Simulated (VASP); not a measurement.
Set up this calculation in VASP 6.6.1, as the native input.

```yaml
Task: single point
Functional: PBE
Potentials_or_basis: VASP PAW PBE potentials, release 64 (Be, Cd, S)
Cutoff: 600 eV
k_mesh: 6 × 6 × 6
Occupations: gaussian, width 0.1 eV
Spin: no spin polarisation
Dipole_correction: no
Further_INCAR_settings: ALGO = Normal; EDIFF = 1e-06; NBANDS = 24
```

The structure of Be3CdS2 lies in POSCAR:

```
Be3CdS2
1.0
    5.5916317079      0.0000000031      0.0000000000
   -2.7958158566      4.8424951061      0.0000000000
    0.0000000000      0.0000000000      3.1495779552
Be Cd S
3 1 2
Direct
    0.5000000000      0.5000000000      0.5312648216
    0.5000000000      0.0000000000      0.5312648216
    0.0000000000      0.5000000000      0.5312648216
    0.0000000000      0.0000000000      0.5344456437
    0.6666666667      0.3333333333      1.0326984208
    0.3333333333      0.6666666667      1.0326984208
```

The cell was generated, and may not be a known phase.

These files were run (other wordings do the same):

INCAR

```
SYSTEM = Be3CdS2
  ALGO = Normal
  EDIFF = 1E-6
  ENCUT = 600
  GGA = PE
  GGA_COMPAT = .False.
  ISIF = 2
  ISMEAR = 0
  LASPH = .True.
  LCHARG = .False.
  LREAL = .False.
  LWAVE = .False.
  NBANDS = 24
  NELM = 120
  PREC = Accurate
  SIGMA = 0.1
```

KPOINTS

```
k-points
0
Gamma
  6 6 6
  0 0 0
```

Potentials or basis: VASP PAW PBE potentials, release 64 (Be, Cd, S).

Run with:

```console
$ cat potpaw_PBE.64/Be/POTCAR potpaw_PBE.64/Cd/POTCAR potpaw_PBE.64/S/POTCAR > POTCAR
$ mpirun -np 1 vasp_std > vasp.out
```

Results of the run:

```
Pressure               : 0.1 GPa
Largest force          : 0.008 eV/Å
Band gap on the k mesh : zero (bands 15 and 16 overlap by 2.25 eV)
```

It took 100 s on 1 thread of AMD EPYC 9755 128-Core Processor, with other jobs on the host, peak memory 0.24 GiB.
